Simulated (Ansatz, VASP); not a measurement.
# Ca: VASP beside Ansatz

Contents of POSCAR:

```
Ca
1.0
    0.0000000000      2.7835023068      2.7835023068
    2.7835023068      0.0000000000      2.7835023068
    2.7835023068      2.7835023068      0.0000000000
Ca
1
Direct
    0.0000000000      0.0000000000      0.0000000000
```

INCAR.step1

```
PREC = Accurate
ENCUT = 520
ISMEAR = -1
SIGMA = 0.3
LREAL = False
LASPH = True
NELM = 100
NBANDS = 11
GGA = PE
ALGO = Normal
EDIFF = 1E-4
LWAVE = True
LCHARG = False
```

Contents of INCAR.step2:

```
PREC = Accurate
ENCUT = 520
EDIFF = 1E-6
ISMEAR = -1
SIGMA = 0.3
LREAL = False
LASPH = True
NELM = 100
ALGO = Normal
ISIF = 2
LWAVE = False
LCHARG = False
METAGGA = R2SCAN
LMIXTAU = True
NBANDS = 11
ISTART = 1
```

Contents of KPOINTS:

```
regular mesh
0
Gamma
  10 10 10
```

Input for Ansatz:

```yaml
crystal:
  lattice:
    - [0.0, 2.7835023068, 2.7835023068]
    - [2.7835023068, 0.0, 2.7835023068]
    - [2.7835023068, 2.7835023068, 0.0]
  atoms:
    - { symbol: Ca, position: [0.0, 0.0, 0.0] }
hamiltonian:
  xc: r2scan
  pseudopotentials:
    kind: paw
    azcp:
      Ca: "pseudopotentials/Ca.paw.azcp"
basis:
  ecutwfc: 500
  fft_grid_basis: typed
kpoints:
  mp_grid: { grid: [10, 10, 10], shift: [0, 0, 0] }
magnetization:
  spin_polarized: false
scf:
  occupations: { method: fermi_dirac, width: 0.3 }
  lower_state_search: "off"
output:
  stress: true
```

Alike in both runs: task single point; functional r2SCAN; k mesh 10 × 10 × 10; occupations fermi-dirac, width 0.3 eV; no spin polarisation.

|  | VASP | Ansatz |
| --- | --- | --- |
| version | VASP 6.6.1 | Ansatz 0.2.0 |
| potentials or method | VASP PAW PBE potentials, release 64 (Ca_sv), cutoff 520 eV | plane waves (500 eV) with PAW, scalar-relativistic |
| valence electrons in the cell | 10 | 10 |

Ansatz gave:

```
pressure (GPa) : 0.1
```

Q: Estimate VASP's values.

A: Pressure (GPa): 0.2.

VASP's potentials were made for PBE, not for r2SCAN. With one functional, cell and mesh, what is left measures potentials, basis and numerics.
